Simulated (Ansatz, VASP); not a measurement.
**Two plane-wave programs on F**

The input INCAR:

```
SYSTEM = F
PREC     = Accurate       ! precision mode
ENCUT    = 520            ! plane-wave cutoff, eV
EDIFF    = 1E-7           ! SCF threshold, eV
ISMEAR   = 0              ! smearing method
SIGMA    = 0.05           ! smearing width, eV
LREAL    = .FALSE.        ! projectors in reciprocal space
LASPH    = .TRUE.         ! aspherical terms in the spheres
NELM     = 60             ! most SCF steps
ALGO     = Normal         ! electronic algorithm
ISIF     = 2              ! what is computed and relaxed
LWAVE    = .FALSE.        ! write WAVECAR
LCHARG   = .FALSE.        ! write CHGCAR
GGA      = PS             ! functional
NBANDS   = 22             ! bands
```

File KPOINTS:

```
regular mesh
0
G
  4 4 2
  0 0 0
```

The input POSCAR:

```
F
1.0
    2.8913860008     -1.8004102170     -0.2230086319
    2.8913860008      1.8004102170     -0.2230086319
   -2.1326068000      0.0000000000      7.1929604099
F
4
Direct
    0.0848459664      0.0848459664      0.0940038325
    0.9151540336      0.9151540336      0.9059961675
    0.5015719855      0.5015719855      0.5937195244
    0.4984280145      0.4984280145      0.4062804756
```

Input for Ansatz:

```yaml
crystal:
  lattice:
    - [2.8913860008, -1.800410217, -0.2230086319]
    - [2.8913860008, 1.800410217, -0.2230086319]
    - [-2.1326068, 0.0, 7.1929604099]
  atoms:
    - { symbol: F, position: [0.0848459664, 0.0848459664, 0.0940038325] }
    - { symbol: F, position: [0.9151540336, 0.9151540336, 0.9059961675] }
    - { symbol: F, position: [0.5015719855, 0.5015719855, 0.5937195244] }
    - { symbol: F, position: [0.4984280145, 0.4984280145, 0.4062804756] }
basis:
  ecutwfc: 520.0
kpoints:
  mp_grid: { grid: [4, 4, 2] }
hamiltonian:
  xc: pbesol
scf:
  occupations: { method: gaussian, width: 0.05 }
output:
  forces: true
  stress: true
  eigenvalues: true
```

Change from the starting cell: volume 18.294 Å^3 an atom, stretch along a over the lengths across it, relative to the relaxed cell 0.9230.

Alike in both runs: task single point; functional PBEsol; k mesh 4 × 4 × 2; occupations gaussian, width 0.05 eV; no spin polarisation.

```csv
,VASP,Ansatz
version,VASP 6.6.1,Ansatz 0.2.0
potentials or method,"VASP PAW PBE potentials, release 64 (F), cutoff 520 eV","scalar-relativistic, plane waves, PAW"
valence electrons in the cell,28,28
```

Ansatz gave:

| Quantity | Value |
| --- | --- |
| gap on the k mesh at the Fermi level (eV) | 3.03 |
| least direct gap on the mesh (eV) | 3.10 |
| pressure (GPa) | 0.0 |
| traceless stress, the component that is largest in VASP (GPa) | -0.06 |
| rms of the force components (eV/Å) | 0.006 |

Problem. Estimate VASP's values.

Solution. gap on the k mesh at the Fermi level (eV): 2.95; least direct gap on the mesh (eV): 3.02; pressure (GPa): 0.4; traceless stress, the component that is largest in VASP (GPa): 1.43; rms of the force components (eV/Å): 0.249.

VASP's potentials were made for PBE, not for PBEsol. Atom by atom the forces differ by 0.250 eV/Å (rms over components).

The k mesh is coarse, so the values compare programs but aren't converged.
